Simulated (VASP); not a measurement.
# TaN (P6_3/mmc) in VASP: further runs, part 2 of 3

VASP 6.6.1.

## Step 3: Electric field gradients, PBE (volume scaled by 0.94)

Input file INCAR:

```
ALGO = Normal ; EDIFF = 1E-8
ENCUT = 520 ; GGA = PE
ISIF = 2 ; ISMEAR = -1
LASPH = T ; LCHARG = F
LEFG = T ; LREAL = F
LWAVE = F ; NBANDS = 24
NELM = 60 ; PREC = Accurate
SIGMA = 0.01
```

Input file KPOINTS:

```
k-points
0
Gamma
  9 9 5
```

Input file POSCAR:

```
TaN
1.0
    2.9857803976      0.0000000000      0.0000000000
   -1.4928901988      2.5857616744      0.0000000000
    0.0000000000      0.0000000000      4.8176044827
Ta N
2 2
Direct
    0.0000000000      0.0000000000      0.0000000000
    0.0000000000      0.0000000000      0.5000000000
    0.3333333333      0.6666666667      0.2500000000
    0.6666666667      0.3333333333      0.7500000000
```

Potentials or basis: VASP PAW PBE potentials, release 64 (Ta_pv, N).

Command:

```sh
> cat potpaw_PBE.64/Ta_pv/POTCAR potpaw_PBE.64/N/POTCAR > POTCAR
> mpirun -np 1 vasp_std > vasp.out
```

OUTCAR:

```text
EDIFF = 1E-8
   ENCUT = 520
   GGA = PE
   ISIF = 2
   ISMEAR = -1
   LASPH = T
   LREAL = F
   NELM = 60
   PREC = Accurate

 ion  position               nearest neighbor table
   1  0.000  0.000  0.000-   3 2.10   4 2.10   3 2.10   4 2.10   4 2.10   3 2.10   2 2.41   2 2.41

   2  0.000  0.000  0.500-   3 2.10   4 2.10   3 2.10   4 2.10   4 2.10   3 2.10   1 2.41   1 2.41

   3  0.333  0.667  0.250-   1 2.10   2 2.10   1 2.10   2 2.10   1 2.10   2 2.10
   4  0.667  0.333  0.750-   1 2.10   2 2.10   1 2.10   2 2.10   1 2.10   2 2.10

  LATTYP: Found a hexagonal cell.
 ALAT       =     2.9857803976
 C/A-ratio  =     1.6135160130

  Lattice vectors:

 A1 = (   2.9857803976,   0.0000000000,   0.0000000000)
 A2 = (  -1.4928901988,   2.5857616744,   0.0000000000)
 A3 = (   0.0000000000,   0.0000000000,   4.8176044827)

Analysis of symmetry for initial positions (statically):
=====================================================================
 Subroutine PRICEL returns:
 Original cell was already a primitive cell.

 Routine SETGRP: Setting up the symmetry group for a
 hexagonal supercell.

[... 851 lines left out ...]
      0.00000      0.00000      2.40880        -0.000000      0.000000      0.000000
     -0.00000      1.72384      1.20440         0.000000     -0.000000     -0.000000
      1.49289      0.86192      3.61320        -0.000000      0.000000      0.000000
 -----------------------------------------------------------------------------------
    total drift:                               -0.000000      0.000000      0.000000

  FREE ENERGIE OF THE ION-ELECTRON SYSTEM (eV)
  ---------------------------------------------------
  free  energy   TOTEN  =       -40.1159457873 eV

  energy  without entropy=      -40.1138319491  energy(sigma->0) =      -40.11488887

 Electric field gradients (V/A^2)
---------------------------------------------------------------------
 ion       V_xx      V_yy      V_zz      V_xy      V_xz      V_yz
---------------------------------------------------------------------
   1      85.071    85.071  -170.141     0.000     0.000    -0.000
   2      85.071    85.071  -170.141     0.000    -0.000     0.000
   3      -2.675    -2.674     5.348     0.001     0.000     0.000
   4      -2.675    -2.674     5.348     0.001     0.000     0.000
---------------------------------------------------------------------

 Electric field gradients after diagonalization (V/A^2)
 (convention: |V_zz| > |V_xx| > |V_yy|)
----------------------------------------------------------------------
 ion       V_xx      V_yy      V_zz     asymmetry (V_yy - V_xx)/ V_zz
----------------------------------------------------------------------
   1      85.071    85.071  -170.141       0.000
   2      85.071    85.071  -170.141       0.000
   3      -2.675    -2.673     5.348       0.000
   4      -2.675    -2.673     5.348       0.000
----------------------------------------------------------------------

           NMR quadrupolar parameters

 Cq : quadrupolar parameter    Cq=e*Q*V_zz/h
 eta: asymmetry parameters     (V_yy - V_xx)/ V_zz
 Q  : nuclear electric quadrupole moment in mb (millibarn)
----------------------------------------------------------------------
 ion       Cq(MHz)       eta       Q (mb)
----------------------------------------------------------------------
   1      -0.411       0.000       1.000
   2      -0.411       0.000       1.000
   3       0.013       0.000       1.000
   4       0.013       0.000       1.000
----------------------------------------------------------------------
```

Wall time 14 s (1 thread of Intel Xeon 6975P-C (Granite Rapids), shared host); peak memory 0.16 GiB.

What came out:

```
Free energy            : -40.1159 eV
Pressure               : 98.9 GPa
Band gap on the k mesh : zero (band 16 reaches 11.37 eV, above the bottom of band 17 at 8.61 eV)
```

Electric field gradients, principal values (V/Å²):
```csv
atom,least,middle,greatest (by size)
1 Ta,85.071,85.071,-170.141
2 Ta,85.071,85.071,-170.141
3 N,-2.673,-2.675,5.348
4 N,-2.673,-2.675,5.348
```

Caveat: without QUAD_EFG the Cq values of the log hold for a quadrupole moment of 1 mb, not for the nuclei; spin-orbit coupling is left out, which moves the levels of the heavy elements.

## Step 4: Electric field gradients, PBE (volume scaled by 0.98)

Input file INCAR:

```
PREC = Accurate ; ENCUT = 520
EDIFF = 1E-8 ; ISMEAR = -1
SIGMA = 0.01 ; LREAL = F
LASPH = T ; NELM = 60
ALGO = Normal ; ISIF = 2
LWAVE = F ; LCHARG = F
GGA = PE ; LEFG = T
NBANDS = 24
```

Input file KPOINTS:

```
regular mesh
0
Gamma
  9 9 5
```

Input file POSCAR:

```
TaN
1.0
    3.0275449731      0.0000000000      0.0000000000
   -1.5137724866      2.6219308577      0.0000000000
    0.0000000000      0.0000000000      4.8849922940
Ta N
2 2
Direct
    0.0000000000      0.0000000000      0.0000000000
    0.0000000000      0.0000000000      0.5000000000
    0.3333333333      0.6666666667      0.2500000000
    0.6666666667      0.3333333333      0.7500000000
```

Potentials or basis: VASP PAW PBE potentials, release 64 (Ta_pv, N).

Command:

```sh
> cat potpaw_PBE.64/Ta_pv/POTCAR potpaw_PBE.64/N/POTCAR > POTCAR
> mpirun -np 1 vasp_std > vasp.out
```

OUTCAR:

```text
PREC = Accurate
   ENCUT = 520
   EDIFF = 1E-8
   ISMEAR = -1
   LREAL = F
   LASPH = T
   NELM = 60
   ISIF = 2
   GGA = PE

 ion  position               nearest neighbor table
   1  0.000  0.000  0.000-   3 2.13   4 2.13   3 2.13   4 2.13   4 2.13   3 2.13   2 2.44   2 2.44

   2  0.000  0.000  0.500-   3 2.13   4 2.13   3 2.13   4 2.13   4 2.13   3 2.13   1 2.44   1 2.44

   3  0.333  0.667  0.250-   1 2.13   2 2.13   1 2.13   2 2.13   1 2.13   2 2.13
   4  0.667  0.333  0.750-   1 2.13   2 2.13   1 2.13   2 2.13   1 2.13   2 2.13

  LATTYP: Found a hexagonal cell.
 ALAT       =     3.0275449731
 C/A-ratio  =     1.6135160129

  Lattice vectors:

 A1 = (   3.0275449731,   0.0000000000,   0.0000000000)
 A2 = (  -1.5137724866,   2.6219308577,   0.0000000000)
 A3 = (   0.0000000000,   0.0000000000,   4.8849922940)

Analysis of symmetry for initial positions (statically):
=====================================================================
 Subroutine PRICEL returns:
 Original cell was already a primitive cell.

 Routine SETGRP: Setting up the symmetry group for a
 hexagonal supercell.

 Subroutine GETGRP returns: Found 24 space group operations
 (whereof 12 operations were pure point group operations)
 out of a pool of 24 trial point group operations.

The static configuration has the point symmetry D_3d.
 The point group associated with its full space group is D_6h.

Analysis of symmetry for dynamics (positions and initial velocities):
[... 819 lines left out ...]
 [... further k-points ...]

------------------------ aborting loop because EDIFF is reached ----------------------------------------

  FORCE on cell =-STRESS in cart. coord.  units (eV):
  Direction    XX          YY          ZZ          XY          YZ          ZX
  --------------------------------------------------------------------------------------
  -------------------------------------------------------------------------------------
  Total       10.2121045     10.2121045     32.2205860     -0.0000000      0.0000000     -0.0000000
  in kB      421.9394316    421.9394316   1331.2765940     -0.0000000      0.0000000     -0.0000000
  external PRESSURE =     725.0518190 kB  Pullay stress =       0.0000000 kB

 VOLUME and BASIS-vectors are now :
 -----------------------------------------------------------------------------
  energy-cutoff  :      520.00
  volume of cell :       38.78
      direct lattice vectors                 reciprocal lattice vectors
     3.027544973  0.000000000  0.000000000     0.330300626  0.190699155  0.000000000
    -1.513772487  2.621930858  0.000000000     0.000000000  0.381398311  0.000000000
     0.000000000  0.000000000  4.884992294     0.000000000  0.000000000  0.204708614

 POSITION                                       TOTAL-FORCE (eV/Angst)
 -----------------------------------------------------------------------------------
      0.00000      0.00000      0.00000         0.000000      0.000000     -0.000000
      0.00000      0.00000      2.44250         0.000000      0.000000     -0.000000
     -0.00000      1.74795      1.22125         0.000000      0.000000      0.000000
      1.51377      0.87398      3.66374        -0.000000     -0.000000     -0.000000
 -----------------------------------------------------------------------------------
    total drift:                               -0.000000      0.000000      0.000000

  FREE ENERGIE OF THE ION-ELECTRON SYSTEM (eV)
  ---------------------------------------------------
  free  energy   TOTEN  =       -40.9600236879 eV

  energy  without entropy=      -40.9580894043  energy(sigma->0) =      -40.95905655

 Electric field gradients (V/A^2)
---------------------------------------------------------------------
 ion       V_xx      V_yy      V_zz      V_xy      V_xz      V_yz
---------------------------------------------------------------------
   1      87.192    87.192  -174.384    -0.000     0.000    -0.000
   2      87.192    87.192  -174.384    -0.000    -0.000     0.000
   3      -2.921    -2.920     5.841     0.001     0.000     0.000
   4      -2.921    -2.920     5.841     0.001     0.000     0.000
---------------------------------------------------------------------

 Electric field gradients after diagonalization (V/A^2)
 (convention: |V_zz| > |V_xx| > |V_yy|)
----------------------------------------------------------------------
 ion       V_xx      V_yy      V_zz     asymmetry (V_yy - V_xx)/ V_zz
----------------------------------------------------------------------
   1      87.193    87.192  -174.384       0.000
   2      87.193    87.192  -174.384       0.000
   3      -2.922    -2.920     5.841       0.000
   4      -2.922    -2.920     5.841       0.000
----------------------------------------------------------------------

           NMR quadrupolar parameters

 Cq : quadrupolar parameter    Cq=e*Q*V_zz/h
 eta: asymmetry parameters     (V_yy - V_xx)/ V_zz
 Q  : nuclear electric quadrupole moment in mb (millibarn)
----------------------------------------------------------------------
 ion       Cq(MHz)       eta       Q (mb)
----------------------------------------------------------------------
   1      -0.422       0.000       1.000
   2      -0.422       0.000       1.000
   3       0.014       0.000       1.000
   4       0.014       0.000       1.000
----------------------------------------------------------------------
```

Run time: 14 s. Hardware: 1 thread of Intel Xeon 6975P-C (Granite Rapids), shared host; peak memory 0.17 GiB.

Results:

- Free energy: -40.9600 eV
- Pressure: 72.5 GPa
- Band gap on the k mesh: zero (band 16 reaches 10.86 eV, above the bottom of band 17 at 8.23 eV)

Stress tensor (GPa, compression positive):
```
 42.19   0.00   0.00
  0.00  42.19   0.00
  0.00   0.00 133.13
```

Electric field gradients, principal values (V/Å²):
| atom | least | middle | greatest (by size) |
| --- | --- | --- | --- |
| 1 Ta | 87.192 | 87.193 | -174.384 |
| 2 Ta | 87.192 | 87.193 | -174.384 |
| 3 N | -2.920 | -2.922 | 5.841 |
| 4 N | -2.920 | -2.922 | 5.841 |

Caveat: without QUAD_EFG the Cq values of the log hold for a quadrupole moment of 1 mb, not for the nuclei; spin-orbit coupling is left out, which moves the levels of the heavy elements.

## Step 5: Electric field gradients, PBE (volume scaled by 1.01)

Input file INCAR:

```
SYSTEM = TaN
PREC = Accurate
ENCUT = 520
EDIFF = 1E-8
ISMEAR = -1
SIGMA = 0.01
LREAL = .FALSE.
LASPH = .TRUE.
NELM = 80
ALGO = Normal
ISIF = 2
LWAVE = .FALSE.
LCHARG = .FALSE.
GGA = PE
LEFG = .TRUE.
NBANDS = 24
```

Input file KPOINTS:

```
Automatic mesh
0
G
  9 9 5
  0 0 0
```

Input file POSCAR:

```
TaN
1.0
    3.0581283054      0.0000000000      0.0000000000
   -1.5290641527      2.6484168005      0.0000000000
    0.0000000000      0.0000000000      4.9343389905
Ta N
2 2
Direct
    0.0000000000      0.0000000000      0.0000000000
    0.0000000000      0.0000000000      0.5000000000
    0.3333333333      0.6666666667      0.2500000000
    0.6666666667      0.3333333333      0.7500000000
```

Potentials or basis: VASP PAW PBE potentials, release 64 (Ta_pv, N).

Command:

```sh
> cat potpaw_PBE.64/Ta_pv/POTCAR potpaw_PBE.64/N/POTCAR > POTCAR
> mpirun -np 1 vasp_std > vasp.out
```

OUTCAR:

```text
SYSTEM = TaN
   PREC = Accurate
   ENCUT = 520
   EDIFF = 1E-8
   ISMEAR = -1
   LREAL = .FALSE.
   LASPH = .TRUE.
   NELM = 80
   ISIF = 2
   GGA = PE

 ion  position               nearest neighbor table
   1  0.000  0.000  0.000-   3 2.15   4 2.15   3 2.15   4 2.15   4 2.15   3 2.15   2 2.47   2 2.47

   2  0.000  0.000  0.500-   3 2.15   4 2.15   3 2.15   4 2.15   4 2.15   3 2.15   1 2.47   1 2.47

   3  0.333  0.667  0.250-   1 2.15   2 2.15   1 2.15   2 2.15   1 2.15   2 2.15
   4  0.667  0.333  0.750-   1 2.15   2 2.15   1 2.15   2 2.15   1 2.15   2 2.15

  LATTYP: Found a hexagonal cell.
 ALAT       =     3.0581283054
 C/A-ratio  =     1.6135160130

  Lattice vectors:

 A1 = (   3.0581283054,   0.0000000000,   0.0000000000)
 A2 = (  -1.5290641527,   2.6484168005,   0.0000000000)
 A3 = (   0.0000000000,   0.0000000000,   4.9343389905)

Analysis of symmetry for initial positions (statically):
[... 857 lines left out ...]
      0.00000      0.00000      0.00000        -0.000000      0.000000      0.000000
      0.00000      0.00000      2.46717        -0.000000      0.000000      0.000000
     -0.00000      1.76561      1.23358        -0.000000     -0.000000      0.000000
      1.52906      0.88281      3.70075         0.000000      0.000000      0.000000
 -----------------------------------------------------------------------------------
    total drift:                               -0.000000      0.000000      0.000000

  FREE ENERGIE OF THE ION-ELECTRON SYSTEM (eV)
  ---------------------------------------------------
  free  energy   TOTEN  =       -41.4347720771 eV

  energy  without entropy=      -41.4330675782  energy(sigma->0) =      -41.43391983

 Electric field gradients (V/A^2)
---------------------------------------------------------------------
 ion       V_xx      V_yy      V_zz      V_xy      V_xz      V_yz
---------------------------------------------------------------------
   1      88.501    88.500  -177.001    -0.000    -0.000     0.000
   2      88.501    88.500  -177.001    -0.000     0.000    -0.000
   3      -2.897    -2.896     5.793     0.000     0.000     0.000
   4      -2.897    -2.896     5.793     0.000     0.000     0.000
---------------------------------------------------------------------

 Electric field gradients after diagonalization (V/A^2)
 (convention: |V_zz| > |V_xx| > |V_yy|)
----------------------------------------------------------------------
 ion       V_xx      V_yy      V_zz     asymmetry (V_yy - V_xx)/ V_zz
----------------------------------------------------------------------
   1      88.501    88.500  -177.001       0.000
   2      88.501    88.500  -177.001       0.000
   3      -2.897    -2.896     5.793       0.000
   4      -2.897    -2.896     5.793       0.000
----------------------------------------------------------------------

           NMR quadrupolar parameters

 Cq : quadrupolar parameter    Cq=e*Q*V_zz/h
 eta: asymmetry parameters     (V_yy - V_xx)/ V_zz
 Q  : nuclear electric quadrupole moment in mb (millibarn)
----------------------------------------------------------------------
 ion       Cq(MHz)       eta       Q (mb)
----------------------------------------------------------------------
   1      -0.428       0.000       1.000
   2      -0.428       0.000       1.000
   3       0.014       0.000       1.000
   4       0.014       0.000       1.000
----------------------------------------------------------------------
```

Wall time 13 s (1 thread of Intel Xeon 6975P-C (Granite Rapids), shared host); peak memory 0.17 GiB.

Results:

| Property | Result |
| --- | --- |
| Free energy | -41.4348 eV |
| Pressure | 55.8 GPa |
| Band gap on the k mesh | zero (band 16 reaches 10.48 eV, above the bottom of band 17 at 7.97 eV) |

Electric field gradients, principal values (V/Å²):
| atom | least | middle | greatest (by size) |
| --- | --- | --- | --- |
| 1 Ta | 88.500 | 88.501 | -177.001 |
| 2 Ta | 88.500 | 88.501 | -177.001 |
| 3 N | -2.896 | -2.897 | 5.793 |
| 4 N | -2.896 | -2.897 | 5.793 |

Caveat: without QUAD_EFG the Cq values of the log hold for a quadrupole moment of 1 mb, not for the nuclei; spin-orbit coupling is left out, which moves the levels of the heavy elements.

[end of part 2 of 3]
